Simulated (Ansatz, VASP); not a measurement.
**Te: VASP beside Ansatz**

```
Te
1.0
     3.94406    0.00000    0.00000
    -1.97203    3.41566    0.00000
     0.00000    0.00000    4.38637
Te
2
Cartesian
  0.0000 2.2771 1.0966
  1.9720 1.1386 3.2898
```

Alike in both runs: functional PBEsol; k mesh 18 × 18 × 12; occupations gaussian, width 0.1 eV; no spin polarisation.

Ansatz relaxed the structure, and its values are those at the end. VASP's run is a single point on that final structure, the one shown.

|  | VASP | Ansatz |
| --- | --- | --- |
| version | VASP 6.6.1 | Ansatz 0.2.0 |
| potentials or method | VASP PAW PBE potentials, release 64 (Te), cutoff 520 eV | scalar-relativistic, plane waves, PAW |
| valence electrons in the cell | 12 | 32 |

```tsv
	VASP	Ansatz	Ansatz less VASP
gap on the k mesh at the Fermi level (eV)	none	none	-
pressure (GPa)	0.0	0.0	-0.01
```

VASP's potentials were made for PBE, not for PBEsol. A gap of «none» marks a metal or a gap that the smearing closes. The functional is the same, so the differences come from potentials, cutoffs and numerics. VASP's potentials hold 12 valence electrons a cell and Ansatz's 32, so a difference there can come from the potentials and not from the codes.

Spin-orbit coupling is off throughout.
